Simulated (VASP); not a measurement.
# TiAl3 (P4/mmm) in VASP: further runs

The runs below take TiAl3 through single point, with PBEsol.

All numbers are computed with VASP 6.6.1; they aren't measurements. Logs are shortened: lines on timing, memory, paths and dates and some standing lists are left out, and cuts for length are marked.

**1. The cell of the first run**

The structure is tetragonal, space group P4/mmm (No. 123). The conventional cell has a = 4.185 Å, b = 4.185 Å, c = 3.784 Å, α = 90.00°, β = 90.00°, γ = 90.00°. Within 3.8 Å of Ti (site symmetry 4/mmm) lie 12 Al at 2.82 to 2.96 Å and 2 Ti at 3.78 Å. Within 3.8 Å of Al (site symmetry 4/mmm) lie 10 Al at 2.82 to 3.78 Å and 4 Ti at 2.96 Å. Al (site symmetry mmm) has 4 Ti at 2.82 Å and 10 Al at 2.82 to 3.78 Å within 3.8 Å.

**2. Single point, PBEsol (biaxial strain in the a-b plane: +6.0 %, then relaxed in part)**

INCAR

```
PREC = Accurate
ENCUT = 520
EDIFF = 1E-6
ISMEAR = 0
SIGMA = 0.1
LREAL = False
LASPH = True
NELM = 100
ALGO = Fast
ISIF = 2
LWAVE = False
LCHARG = False
GGA = PS
NBANDS = 18
```

KPOINTS

```
regular mesh
0
Gamma
  14 14 14
```

POSCAR

```
TiAl3
1.0
    4.1852454995      0.0000000000      0.0000000000
    0.0000000000      4.1852454995      0.0000000000
    0.0000000000      0.0000000000      3.7840777519
Ti Al
1 3
Direct
    0.0000000000      0.0000000000      0.0000000000
    0.5000000000      0.5000000000      0.0000000000
    0.5000000000      0.0000000000      0.5000000000
    0.0000000000      0.5000000000      0.5000000000
```

Potentials or basis: VASP PAW PBE potentials, release 64 (Ti_sv, Al).

Started as:

```console
$ cat potpaw_PBE.64/Ti_sv/POTCAR potpaw_PBE.64/Al/POTCAR > POTCAR
$ mpirun -np 1 vasp_std > vasp.out
```

OUTCAR:

```text
PREC = Accurate
   ENCUT = 520
   EDIFF = 1E-6
   ISMEAR = 0
   LREAL = False
   LASPH = True
   NELM = 100
   ISIF = 2
   GGA = PS

 ion  position               nearest neighbor table
   1  0.000  0.000  0.000-   3 2.82   4 2.82   3 2.82   4 2.82   4 2.82   4 2.82   3 2.82   3 2.82
                             2 2.96   2 2.96   2 2.96   2 2.96
   2  0.500  0.500  0.000-   3 2.82   4 2.82   3 2.82   4 2.82   3 2.82   3 2.82   4 2.82   4 2.82
                             1 2.96   1 2.96   1 2.96   1 2.96
   3  0.500  0.000  0.500-   1 2.82   2 2.82   1 2.82   2 2.82   2 2.82   2 2.82   1 2.82   1 2.82
                             4 2.96   4 2.96   4 2.96   4 2.96
   4  0.000  0.500  0.500-   1 2.82   2 2.82   1 2.82   2 2.82   1 2.82   1 2.82   2 2.82   2 2.82
                             3 2.96   3 2.96   3 2.96   3 2.96

  LATTYP: Found a simple tetragonal cell.
 ALAT       =     4.1852454995
 C/A-ratio  =     0.9041471408

  Lattice vectors:

 A1 = (   4.1852454995,   0.0000000000,   0.0000000000)
 A2 = (   0.0000000000,   4.1852454995,   0.0000000000)
 A3 = (   0.0000000000,   0.0000000000,   3.7840777519)

Analysis of symmetry for initial positions (statically):
=====================================================================
 Subroutine PRICEL returns:
 Original cell was already a primitive cell.

 Routine SETGRP: Setting up the symmetry group for a
 simple tetragonal supercell.

 Subroutine GETGRP returns: Found 16 space group operations
 (whereof 16 operations were pure point group operations)
 out of a pool of 16 trial point group operations.

The static configuration has the point symmetry D_4h.

Analysis of symmetry for dynamics (positions and initial velocities):
=====================================================================
 Subroutine PRICEL returns:
 Original cell was already a primitive cell.

 Routine SETGRP: Setting up the symmetry group for a
 simple tetragonal supercell.

 Subroutine GETGRP returns: Found 16 space group operations
 (whereof 16 operations were pure point group operations)
 out of a pool of 16 trial point group operations.

The dynamic configuration has the point symmetry D_4h.

 Subroutine INISYM returns: Found 16 space group operations
 (whereof 16 operations are pure point group operations),
 and found     1 'primitive' translations

[... 92 lines left out ...]
   ISPIN  =      1    spin polarized calculation?
   LNONCOLLINEAR =      F non collinear calculations
   LSORBIT =      F    spin-orbit coupling
   LASPH  =      T    aspherical Exc in radial PAW
   ENCUT  =  520.0 eV  38.22 Ry    6.18 a.u.   7.78  7.78  7.04*2*pi/ulx,y,z
   NELM   =    100;   NELMIN=  2; NELMDL= -5     # of ELM steps
   EDIFF  = 0.1E-05   stopping-criterion for ELM
   LREAL  =      F    real-space projection
   EDIFFG = 0.1E-04   stopping-criterion for IOM
   NSW    =      0    number of steps for IOM
   IBRION =     -1    ionic relax: 0-MD 1-quasi-New 2-CG
   NFREE  =      0    steps in history (QN), initial steepest desc. (CG)
   ISIF   =      2    stress and relaxation
   ISYM   =      2    0-nonsym 1-usesym 2-fastsym
   POTIM  = 0.5000    time-step for ionic-motion
   TEBEG  =    0.0;   TEEND  =   0.0 temperature during run
   PSTRESS=    0.0 pullay stress
   NELECT =      21.0000    total number of electrons
   NUPDOWN=      -1.0000    fix difference up-down
   EMIN   =  10.00;   EMAX   =-10.00  energy-range for DOS
   EFERMI =   0.00;   METHOD = LEGACY
   ISMEAR =     0;   SIGMA  =   0.10  broadening in eV -4-tet -1-fermi 0-gaus
   EFERMI_NEDOS =   21; number of points for ismear=-14 and -15
   IALGO  =     68    algorithm
   IMIX   =      4    mixing-type and parameters
     AMIX     =   0.40;   BMIX     =  1.00
     AMIX_MAG =   1.60;   BMIX_MAG =  1.00
  volume/ion in A,a.u.               =      16.57       111.82
  Fermi-wavevector in a.u.,A,eV,Ry     =   1.116042  2.109014 16.946739  1.245550
  Thomas-Fermi vector in A             =   2.252653
   LORBIT       =      0    0 simple, 1 ext, 2 COOP (PROOUT), +10 PAW based schemes
   GGA     = PS    functional components
   LHFCALC =     F    Hartree Fock is set to
   AEXX    =    0.0000 exact exchange contribution
   IVDW    =     0    specifies the selected vdW correction
   LEPSILON=     F    determine dielectric tensor
   LRPA    =     F    only Hartree local field effects (RPA)
 non-spin polarized calculation
 RMM-DIIS sequential band-by-band and
 Gauss-broadening in eV      SIGMA  =   0.10
  energy-cutoff  :      520.00
  volume of cell :       66.28
 maximum number of plane-waves:      1812
 NGX is ok and might be reduce to    32
   NGX = 15   NGY = 15   NGZ = 15

 number of electron      21.0000002 magnetization

 Free energy of the ion-electron system (eV)
  ---------------------------------------------------
  ext. energy  EPLUGINS =         0.00000000
  ---------------------------------------------------
  free energy    TOTEN  =       -21.87556433 eV

  energy without entropy =      -21.86393456  energy(sigma->0) =      -21.86974944

 E-fermi :   8.2543     XC(G=0): -10.6410

 val. band max:        8.2528706688   @ k =   0.0714   0.0000   0.4286
 cond. band min:       8.2584575438   @ k =   0.1429   0.0714   0.0714
 fundamental gap:      0.0055868750
 Fermi energy:         8.2543123897

 k-point     1 :       0.0000    0.0000    0.0000
  band No.  band energies     occupation
      1     -48.5755      2.00000
      2     -24.9829      2.00000
      3     -24.9829      2.00000
      4     -24.9195      2.00000
      5      -2.1022      2.00000
      6       4.8656      2.00000
[... 481 lines left out ...]
      5      -0.6757      2.00000
      6       1.8087      2.00000
[... 10 lines left out ...]
     17      12.2319      0.00000
     18      13.6703      0.00000

 [... further k-points ...]
[... 5 lines left out ...]
  --------------------------------------------------------------------------------------
  -------------------------------------------------------------------------------------
  Total       -4.0546155     -4.0546155      0.0330539      0.0000000      0.0000000      0.0000000
  in kB      -98.0072799    -98.0072799      0.7989717      0.0000000      0.0000000      0.0000000
  external PRESSURE =     -65.0718627 kB  Pullay stress =       0.0000000 kB

 VOLUME and BASIS-vectors are now :
 -----------------------------------------------------------------------------
  energy-cutoff  :      520.00
  volume of cell :       66.28
      direct lattice vectors                 reciprocal lattice vectors
     4.185245499  0.000000000  0.000000000     0.238934610  0.000000000  0.000000000
     0.000000000  4.185245499  0.000000000     0.000000000  0.238934610  0.000000000
     0.000000000  0.000000000  3.784077752     0.000000000  0.000000000  0.264265183

 POSITION                                       TOTAL-FORCE (eV/Angst)
 -----------------------------------------------------------------------------------
      0.00000      0.00000      0.00000         0.000000      0.000000      0.000000
      2.09262      2.09262      0.00000         0.000000      0.000000      0.000000
      2.09262      0.00000      1.89204         0.000000      0.000000      0.000000
      0.00000      2.09262      1.89204         0.000000      0.000000      0.000000
 -----------------------------------------------------------------------------------
    total drift:                               -0.000000      0.000000      0.000000

  FREE ENERGIE OF THE ION-ELECTRON SYSTEM (eV)
  ---------------------------------------------------
  free  energy   TOTEN  =       -21.8755643326 eV

  energy  without entropy=      -21.8639345565  energy(sigma->0) =      -21.86974944
```

Wall time 4.4 min (1 thread of Intel Xeon Platinum 8488C (Sapphire Rapids), shared host); peak memory 0.42 GiB.

What came out:

```
Free energy            : -21.8756 eV
Pressure               : -6.5 GPa
Band gap on the k mesh : zero (an odd number of electrons rules out a gap without spin polarisation)
```

Caveat: the cell differs from its parent crystal (biaxial strain in the a-b plane: +6.0 %, then relaxed in part); the stress differs along the axes, from -10 to 0 GPa; the PAW data sets were made with another functional, which shifts forces and pressure a little.

**3. Single point, PBEsol (biaxial strain in the a-b plane: +6.0 %)**

INCAR

```
SYSTEM = TiAl3
PREC = Accurate
ENCUT = 520
EDIFF = 1E-6
ISMEAR = 0
SIGMA = 0.1
LREAL = .False.
LASPH = .True.
NELM = 80
ALGO = Fast
ISIF = 2
LWAVE = .False.
LCHARG = .True.
GGA = PS
LELF = .True.
LVHAR = .True.
NBANDS = 18
```

KPOINTS

```
Automatic mesh
0
Gamma
  14 14 14
  0 0 0
```

POSCAR, as its differences from that of step 2:

```diff
@@ -4,3 +4,3 @@
     0.0000000000      4.1852454995      0.0000000000
-    0.0000000000      0.0000000000      3.7840777519
+    0.0000000000      0.0000000000      3.8062043976
 Ti Al
```

Potentials or basis: VASP PAW PBE potentials, release 64 (Ti_sv, Al).

Started as:

```console
$ cat potpaw_PBE.64/Ti_sv/POTCAR potpaw_PBE.64/Al/POTCAR > POTCAR
$ mpirun -np 1 vasp_std > vasp.out
```

Run time: 4.6 min. Hardware: 1 thread of Intel Xeon Platinum 8488C (Sapphire Rapids), shared host; peak memory 0.42 GiB.

The run converged. Its results:

| Item | Value |
| --- | --- |
| Free energy | -21.8747 eV |
| Pressure | -7.0 GPa |
| Band gap on the k mesh | zero (an odd number of electrons rules out a gap without spin polarisation) |

Stress tensor (GPa, compression positive):
```
-10.13   0.00   0.00
  0.00 -10.13   0.00
  0.00   0.00  -0.86
```

Levels at points of the mesh, in eV from the Fermi level:
```csv
k point,band 7,band 8,band 9,band 10,band 11,band 12,band 13,band 14
"(0.00, 0.00, 0.00)",-2.55,-2.47,-2.47,-1.04,0.05,0.32,0.32,0.74
"(0.50, 0.00, 0.00)",-2.41,-1.91,-1.43,0.27,0.27,0.48,0.60,1.61
"(0.50, 0.50, 0.00)",-6.19,-4.80,-0.72,-0.72,0.60,0.79,1.03,1.86
"(0.00, 0.00, 0.50)",-2.26,-2.26,-2.11,0.38,0.47,0.47,0.66,0.98
"(0.50, 0.00, 0.50)",-5.62,-4.73,-1.40,-1.14,0.36,0.69,0.90,1.45
"(0.50, 0.50, 0.50)",-4.86,-4.62,-3.41,-3.41,-3.05,0.03,0.91,1.49
```

Caveat: the cell differs from its parent crystal (biaxial strain in the a-b plane: +6.0 %); the stress differs along the axes, from -10 to -1 GPa; the PAW data sets were made with another functional, which shifts forces and pressure a little.
